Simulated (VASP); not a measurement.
# TiSi2 (Fddd) in VASP: notebook

TiSi2 is run at these levels: PBEsol; tasks: single point.

All numbers are computed with VASP 6.6.1; they aren't measurements. Logs are shortened: lines on timing, memory, paths and dates and some standing lists are left out, and cuts for length are marked.

### Step 1. The cell of the first run

The structure is orthorhombic, space group Fddd (No. 70). The conventional cell has a = 4.708 Å, b = 8.125 Å, c = 8.408 Å, α = 90.00°, β = 90.00°, γ = 90.00°. Ti (site symmetry 222) has 10 Si at 2.50 to 2.72 Å and 4 Ti at 3.15 Å within 3.3 Å. Si (site symmetry 2) has 5 Ti at 2.50 to 2.72 Å and 9 Si at 2.50 to 3.15 Å within 3.3 Å.

### Step 2. Single point, PBEsol (13.40 Å³/atom)

The input, INCAR:

```
SYSTEM = TiSi2
PREC = Accurate
ENCUT = 520
EDIFF = 1E-6
ISMEAR = -1
SIGMA = 0.08
LREAL = .False.
LASPH = .True.
NELM = 60
ALGO = Normal
ISIF = 2
LWAVE = .False.
LCHARG = .True.
GGA = PS
LELF = .True.
LVHAR = .True.
NBANDS = 29
```

The input, KPOINTS:

```
Automatic mesh
0
Gamma
  8 8 8
  0 0 0
```

The input, POSCAR:

```
TiSi2
1.0
    0.0000000000      4.0623445288      4.2039051019
    2.3542460462      0.0000000000      4.2039051019
    2.3542460462      4.0623445288      0.0000000000
Ti Si
2 4
Direct
    0.7500000000      0.7500000000      0.7500000000
    0.5000000000      0.5000000000      0.5000000000
    0.0830000000      0.4170000000      0.0830000000
    0.4170000000      0.0830000000      0.4170000000
    0.1670000000      0.8330000000      0.1670000000
    0.8330000000      0.1670000000      0.8330000000
```

Potentials or basis: VASP PAW PBE potentials, release 64 (Ti_sv, Si).

The run is started by

```
$ cat potpaw_PBE.64/Ti_sv/POTCAR potpaw_PBE.64/Si/POTCAR > POTCAR
$ mpirun -np 1 vasp_std > vasp.out
```

OUTCAR:

```text
SYSTEM = TiSi2
   PREC = Accurate
   ENCUT = 520
   EDIFF = 1E-6
   ISMEAR = -1
   LREAL = .False.
   LASPH = .True.
   NELM = 60
   ISIF = 2
   GGA = PS

 ion  position               nearest neighbor table
   1  0.750  0.750  0.750-   6 2.50   5 2.50   6 2.50   5 2.50   3 2.71   4 2.71   4 2.72   4 2.72
                             3 2.72   3 2.72
   2  0.500  0.500  0.500-   3 2.50   4 2.50   3 2.50   4 2.50   5 2.71   6 2.71   5 2.72   5 2.72
                             6 2.72   6 2.72
   3  0.083  0.417  0.083-   2 2.50   2 2.50   5 2.50   5 2.50   1 2.71   4 2.71   4 2.71   4 2.71
                             1 2.72   1 2.72
   4  0.417  0.083  0.417-   2 2.50   2 2.50   6 2.50   6 2.50   1 2.71   3 2.71   3 2.71   3 2.71
                             1 2.72   1 2.72
   5  0.167  0.833  0.167-   1 2.50   1 2.50   3 2.50   3 2.50   2 2.71   6 2.71   6 2.71   6 2.71
                             2 2.72   2 2.72
   6  0.833  0.167  0.833-   1 2.50   1 2.50   4 2.50   4 2.50   2 2.71   5 2.71   5 2.71   5 2.71
                             2 2.72   2 2.72

  LATTYP: Found a face centered orthorhombic cell.
 ALAT       =     4.7084920924
 B/A-ratio  =     1.7255394929
 C/A-ratio  =     1.7856693903

  Lattice vectors:

 A1 = (   0.0000000000,   4.0623445288,   4.2039051019)
 A2 = (   2.3542460462,   0.0000000000,   4.2039051019)
 A3 = (   2.3542460462,   4.0623445288,   0.0000000000)

Analysis of symmetry for initial positions (statically):
=====================================================================
 Subroutine PRICEL returns:
 Original cell was already a primitive cell.

 Routine SETGRP: Setting up the symmetry group for a
 face centered orthorhombic supercell.

 Subroutine GETGRP returns: Found  8 space group operations
 (whereof  4 operations were pure point group operations)
 out of a pool of  8 trial point group operations.

The static configuration has the point symmetry D_2 .
 The point group associated with its full space group is D_2h.

Analysis of symmetry for dynamics (positions and initial velocities):
=====================================================================
 Subroutine PRICEL returns:
 Original cell was already a primitive cell.

 Routine SETGRP: Setting up the symmetry group for a
 face centered orthorhombic supercell.

 Subroutine GETGRP returns: Found  8 space group operations
 (whereof  4 operations were pure point group operations)
 out of a pool of  8 trial point group operations.

The dynamic configuration has the point symmetry D_2 .
[... 106 lines left out ...]
   ENCUT  =  520.0 eV  38.22 Ry    6.18 a.u.  10.87  8.96  8.73*2*pi/ulx,y,z
   NELM   =     60;   NELMIN=  2; NELMDL= -5     # of ELM steps
   EDIFF  = 0.1E-05   stopping-criterion for ELM
   LREAL  =      F    real-space projection
   EDIFFG = 0.1E-04   stopping-criterion for IOM
   NSW    =      0    number of steps for IOM
   IBRION =     -1    ionic relax: 0-MD 1-quasi-New 2-CG
   NFREE  =      0    steps in history (QN), initial steepest desc. (CG)
   ISIF   =      2    stress and relaxation
   ISYM   =      2    0-nonsym 1-usesym 2-fastsym
   POTIM  = 0.5000    time-step for ionic-motion
   TEBEG  =    0.0;   TEEND  =   0.0 temperature during run
   PSTRESS=    0.0 pullay stress
   NELECT =      40.0000    total number of electrons
   NUPDOWN=      -1.0000    fix difference up-down
   EMIN   =  10.00;   EMAX   =-10.00  energy-range for DOS
   EFERMI =   0.00;   METHOD = LEGACY
   ISMEAR =    -1;   SIGMA  =   0.08  broadening in eV -4-tet -1-fermi 0-gaus
   EFERMI_NEDOS =   21; number of points for ismear=-14 and -15
   IALGO  =     38    algorithm
   IMIX   =      4    mixing-type and parameters
     AMIX     =   0.40;   BMIX     =  1.00
     AMIX_MAG =   1.60;   BMIX_MAG =  1.00
  volume/ion in A,a.u.               =      13.40        90.44
  Fermi-wavevector in a.u.,A,eV,Ry     =   1.297152  2.451263 22.893221  1.682604
  Thomas-Fermi vector in A             =   2.428563
   LORBIT       =      0    0 simple, 1 ext, 2 COOP (PROOUT), +10 PAW based schemes
   GGA     = PS    functional components
   LHFCALC =     F    Hartree Fock is set to
   AEXX    =    0.0000 exact exchange contribution
   IVDW    =     0    specifies the selected vdW correction
   LEPSILON=     F    determine dielectric tensor
   LRPA    =     F    only Hartree local field effects (RPA)
 non-spin polarized calculation
  energy-cutoff  :      520.00
  volume of cell :       80.41
 maximum number of plane-waves:      2182
 NGX is ok and might be reduce to    48
   NGX = 21   NGY = 17   NGZ = 17

 number of electron      40.0000002 magnetization

 Free energy of the ion-electron system (eV)
  ---------------------------------------------------
  ext. energy  EPLUGINS =         0.00000000
  ---------------------------------------------------
  free energy    TOTEN  =       -43.65825962 eV

  energy without entropy =      -43.61668074  energy(sigma->0) =      -43.63747018

 E-fermi :  10.6273     XC(G=0): -12.0126

 val. band max:       10.6080577139   @ k =  -0.2500   0.3750   0.3750
 cond. band min:      10.6309666066   @ k =  -0.1250   0.1250   0.1250
 fundamental gap:      0.0229088927
 Fermi energy:        10.6272862888

 k-point     1 :       0.0000    0.0000    0.0000
  band No.  band energies     occupation
      1     -45.2400      2.00000
      2     -45.2041      2.00000
      3     -21.7679      2.00000
      4     -21.7356      2.00000
      5     -21.6556      2.00000
      6     -21.6383      2.00000
[... 757 lines left out ...]
     28      14.7799      0.00000
     29      15.1538      0.00000

 [... further k-points ...]
[... 5 lines left out ...]
  --------------------------------------------------------------------------------------
  -------------------------------------------------------------------------------------
  Total        2.7305239      1.8095441      2.9624190      0.0000000      0.0000000      0.0000000
  in kB       54.4057832     36.0552275     59.0263010      0.0000000      0.0000000      0.0000000
  external PRESSURE =      49.8291039 kB  Pullay stress =       0.0000000 kB

 VOLUME and BASIS-vectors are now :
 -----------------------------------------------------------------------------
  energy-cutoff  :      520.00
  volume of cell :       80.41
      direct lattice vectors                 reciprocal lattice vectors
     0.000000000  4.062344529  4.203905102    -0.212382219  0.123081633  0.118937033
     2.354246046  0.000000000  4.203905102     0.212382219 -0.123081633  0.118937033
     2.354246046  4.062344529  0.000000000     0.212382219  0.123081633 -0.118937033

 POSITION                                       TOTAL-FORCE (eV/Angst)
 -----------------------------------------------------------------------------------
      3.53137      6.09352      6.30586         0.000000      0.000000      0.000000
      2.35425      4.06234      4.20391        -0.000000      0.000000     -0.000000
      1.17712      0.67435      2.10195        -0.000000      0.182885     -0.000000
      1.17712      3.38800      2.10195        -0.000000     -0.182885     -0.000000
      2.35425      1.35682      4.20391        -0.000000     -0.182885     -0.000000
      2.35425      6.76787      4.20391        -0.000000      0.182885     -0.000000
 -----------------------------------------------------------------------------------
    total drift:                               -0.000000     -0.000000      0.000000

  FREE ENERGIE OF THE ION-ELECTRON SYSTEM (eV)
  ---------------------------------------------------
  free  energy   TOTEN  =       -43.6582596195 eV

  energy  without entropy=      -43.6166807374  energy(sigma->0) =      -43.63747018
```

Wall time 7.2 min (1 thread of Intel Xeon 8259CL, shared host); peak memory 0.35 GiB.

Results:

```yaml
Free_energy: -43.6583 eV
Pressure: 5.0 GPa
Largest_force: 0.183 eV/Å
Band_gap_on_the_k_mesh: zero (bands 20 and 21 overlap by 1.93 eV)
```

Forces on the atoms (eV/Å):
```
Ti   0.000  0.000  0.000
Ti   0.000  0.000  0.000
Si   0.000  0.183  0.000
Si   0.000 -0.183  0.000
Si   0.000 -0.183  0.000
Si   0.000  0.183  0.000
```

Levels at points of the mesh, in eV from the Fermi level:
```csv
k point,band 16,band 17,band 18,band 19,band 20,band 21,band 22,band 23,band 24,band 25
"(0.00, 0.00, 0.00)",-2.64,-2.33,-1.93,-1.72,-1.52,-0.99,2.13,3.36,3.52,3.62
"(0.50, 0.00, 0.00)",-2.50,-2.04,-1.14,-0.07,0.16,1.10,1.43,1.87,2.37,2.83
"(0.50, 0.50, 0.00)",-3.08,-1.61,-1.61,-1.09,-1.09,0.84,0.84,3.40,3.40,3.63
"(0.50, 0.00, 0.50)",-2.47,-2.42,-2.42,-0.90,-0.90,1.32,1.32,3.52,3.52,3.60
"(0.00, 0.50, 0.50)",-1.29,-1.29,-1.29,-0.68,-0.68,0.96,0.96,2.43,2.43,3.30
```

Caveat: the cell stands under pressure; the PAW data sets were made with another functional, which shifts forces and pressure a little.

### Step 3. Single point, PBEsol (zz strain of -1 %)

The input, INCAR:

```
  ALGO = Normal
  EDIFF = 1E-7
  ENCUT = 520
  GGA = PS
  ISIF = 2
  ISMEAR = -1
  LASPH = T
  LCHARG = F
  LREAL = F
  LWAVE = F
  NBANDS = 29
  NELM = 60
  PREC = Accurate
  SIGMA = 0.08
```

The input, KPOINTS:

```
k-points
0
Gamma
  8 8 8
```

POSCAR, as its differences from that of step 2:

```diff
@@ -2,5 +2,5 @@
 1.0
-    0.0000000000      4.0623445288      4.2039051019
-    2.3542460462      0.0000000000      4.2039051019
-    2.3542460462      4.0623445288      0.0000000000
+    0.0000000000      4.1180000000      4.2188850000
+    2.3865000000      0.0000000000      4.2188850000
+    2.3865000000      4.1180000000      0.0000000000
 Ti Si
```

Potentials or basis: VASP PAW PBE potentials, release 64 (Ti_sv, Si).

The run is started by

```
$ cat potpaw_PBE.64/Ti_sv/POTCAR potpaw_PBE.64/Si/POTCAR > POTCAR
$ mpirun -np 1 vasp_std > vasp.out
```

Run time: 7.4 min. Hardware: 1 thread of Intel Xeon 8259CL, shared host; peak memory 0.36 GiB.

The run converged. Its results:

| Item | Value |
| --- | --- |
| Free energy | -43.6897 eV |
| Pressure | 0.2 GPa |
| Largest force | 0.161 eV/Å |
| Band gap on the k mesh | zero (bands 20 and 21 overlap by 1.87 eV) |

Forces in eV/Å, atoms in the order of the input:
```
Ti   0.000  0.000  0.000
Ti   0.000  0.000  0.000
Si   0.000  0.161  0.000
Si   0.000 -0.161  0.000
Si   0.000 -0.161  0.000
Si   0.000  0.161  0.000
```

Stress tensor (GPa, compression positive):
```
-0.20  0.00  0.00
 0.00 -1.75  0.00
 0.00  0.00  2.61
```

Levels at points of the mesh, in eV from the Fermi level:
```csv
k point,band 17,band 18,band 19,band 20,band 21,band 22,band 23,band 24
"(0.00, 0.00, 0.00)",-2.23,-1.98,-1.75,-1.53,-0.95,2.07,3.20,3.44
"(0.50, 0.00, 0.00)",-1.96,-1.13,-0.05,0.17,1.04,1.40,1.84,2.27
"(0.50, 0.50, 0.00)",-1.63,-1.63,-1.05,-1.05,0.90,0.90,3.26,3.26
"(0.50, 0.00, 0.50)",-2.35,-2.35,-0.89,-0.89,1.27,1.27,3.39,3.39
"(0.00, 0.50, 0.50)",-1.26,-1.26,-0.69,-0.69,0.98,0.98,2.35,2.35
```

Caveat: the cell differs from its parent crystal (zz strain of -1 %); the PAW data sets were made with another functional, which shifts forces and pressure a little.

### Step 4. Single point, PBEsol (13.82 Å³/atom)

This run uses another cell than the first one, of 13.82 Å³/atom.

The input, INCAR:

```
SYSTEM = TiSi2
PREC = Accurate
ENCUT = 520
EDIFF = 1E-6
ISMEAR = -1
SIGMA = 0.08
LREAL = .False.
LASPH = .True.
NELM = 60
ALGO = Normal
ISIF = 2
LWAVE = .False.
LCHARG = .False.
GGA = PS
NBANDS = 29
```

The input, KPOINTS:

```
Automatic mesh
0
Gamma
  8 8 8
  0 0 0
```

POSCAR, as its differences from that of step 3:

```diff
@@ -2,5 +2,5 @@
 1.0
-    0.0000000000      4.1180000000      4.2188850000
-    2.3865000000      0.0000000000      4.2188850000
-    2.3865000000      4.1180000000      0.0000000000
+    0.0000000000      4.1042273219      4.2472473852
+    2.3785183350      0.0000000000      4.2472473852
+    2.3785183350      4.1042273219      0.0000000000
 Ti Si
```

The run is started by

```
$ cat potpaw_PBE.64/Ti_sv/POTCAR potpaw_PBE.64/Si/POTCAR > POTCAR
$ mpirun -np 1 vasp_std > vasp.out
```

Run time: 5.9 min. Hardware: 1 thread of Intel Xeon 8259CL, shared host; peak memory 0.35 GiB.

Results (log left out):

| Property | Result |
| --- | --- |
| Free energy | -43.6959 eV |
| Pressure | -0.1 GPa |
| Largest force | 0.175 eV/Å |
| Band gap on the k mesh | zero (bands 20 and 21 overlap by 1.87 eV) |

Forces in eV/Å, atoms in the order of the input:
```
Ti   0.000  0.000  0.000
Ti   0.000  0.000  0.000
Si   0.000  0.175  0.000
Si   0.000 -0.175  0.000
Si   0.000 -0.175  0.000
Si   0.000  0.175  0.000
```

Stress tensor (GPa, compression positive):
```
 0.52  0.00  0.00
 0.00 -0.63  0.00
 0.00  0.00 -0.06
```

Levels at points of the mesh, in eV from the Fermi level:
```csv
k point,band 18,band 19,band 20,band 21,band 22,band 23
"(0.00, 0.00, 0.00)",-1.93,-1.71,-1.51,-0.95,2.04,3.24
"(0.50, 0.00, 0.00)",-1.11,-0.06,0.16,1.06,1.37,1.80
"(0.50, 0.50, 0.00)",-1.60,-1.05,-1.05,0.81,0.81,3.27
"(0.50, 0.00, 0.50)",-2.41,-0.87,-0.87,1.28,1.28,3.34
"(0.00, 0.50, 0.50)",-1.27,-0.66,-0.66,0.93,0.93,2.32
```

Caveat: the PAW data sets were made with another functional, which shifts forces and pressure a little.

### Step 5. Single point, PBEsol (14.24 Å³/atom)

This run uses another cell than the first one, of 14.24 Å³/atom.

The input, INCAR:

```
  PREC = Accurate
  ENCUT = 520
  EDIFF = 1E-6
  ISMEAR = -1
  SIGMA = 0.08
  LREAL = False
  LASPH = True
  NELM = 100
  ALGO = Normal
  ISIF = 2
  LWAVE = False
  LCHARG = True
  GGA = PS
  LELF = True
  LVHAR = True
  NBANDS = 29
```

The input, KPOINTS:

```
regular mesh
0
Gamma
  8 8 8
```

POSCAR, as its differences from that of step 4:

```diff
@@ -2,5 +2,5 @@
 1.0
-    0.0000000000      4.1042273219      4.2472473852
-    2.3785183350      0.0000000000      4.2472473852
-    2.3785183350      4.1042273219      0.0000000000
+    0.0000000000      4.1452723180      4.2897226768
+    2.4023050964      0.0000000000      4.2897226768
+    2.4023050964      4.1452723180      0.0000000000
 Ti Si
```

The run is started by

```
$ cat potpaw_PBE.64/Ti_sv/POTCAR potpaw_PBE.64/Si/POTCAR > POTCAR
$ mpirun -np 1 vasp_std > vasp.out
```

It took 7.1 min on 1 thread of Intel Xeon 8259CL, shared host; peak memory 0.37 GiB.

Results (log left out):

| Quantity | Value |
| --- | --- |
| Free energy | -43.6605 eV |
| Pressure | -4.4 GPa |
| Largest force | 0.168 eV/Å |
| Band gap on the k mesh | zero (bands 20 and 21 overlap by 1.81 eV) |

Forces on the atoms (eV/Å):
```
Ti   0.000  0.000  0.000
Ti   0.000  0.000  0.000
Si   0.000  0.168  0.000
Si   0.000 -0.168  0.000
Si   0.000 -0.168  0.000
Si   0.000  0.168  0.000
```

Stress tensor (GPa, compression positive):
```
-3.67  0.00  0.00
 0.00 -4.24  0.00
 0.00  0.00 -5.14
```

Levels at points of the mesh, in eV from the Fermi level:
```
           k point  band 18  band 19  band 20  band 21  band 22  band 23
(0.00, 0.00, 0.00)    -1.92    -1.70    -1.49    -0.92     1.96     3.12
(0.50, 0.00, 0.00)    -1.07    -0.05     0.16     1.01     1.32     1.74
(0.50, 0.50, 0.00)    -1.59    -1.01    -1.01     0.78     0.78     3.16
(0.50, 0.00, 0.50)    -2.38    -0.84    -0.84     1.23     1.23     3.18
(0.00, 0.50, 0.50)    -1.24    -0.65    -0.65     0.90     0.90     2.22
```

Caveat: the cell stands under tension; the PAW data sets were made with another functional, which shifts forces and pressure a little.

### Step 6. Overview

| cell | gap on the mesh (eV) | pressure (GPa) | largest force (eV/Å) |
| --- | --- | --- | --- |
| a = 5.846, b = 4.818, c = 4.695 Å, angles 75.8, 53.0, 51.1°, 6 atoms | none | 5.0 | 0.18 |
| a = 5.895, b = 4.847, c = 4.760 Å, angles 75.7, 52.8, 51.5°, 6 atoms | none | 0.2 | 0.16 |
| a = 5.906, b = 4.868, c = 4.744 Å, angles 75.8, 53.0, 51.1°, 6 atoms | none | -0.1 | 0.18 |
| a = 5.965, b = 4.917, c = 4.791 Å, angles 75.8, 53.0, 51.1°, 6 atoms | none | -4.4 | 0.17 |

Alike in all rows: task single point; level PBEsol; potentials or basis VASP PAW PBE potentials, release 64 (Ti_sv, Si); no spin polarisation; k mesh 8 × 8 × 8; cutoff (eV) 520; smearing fermi-dirac 0.08 eV.

Caveats: the PAW data sets were made with another functional, which shifts forces and pressure a little; the cell stands under pressure (at least some runs); the cell stands under tension (at least some runs).

Absolute energies hang on the potentials; compare differences alone.

The gap in the log of VASP goes by the Fermi energy; the results here count the filled bands.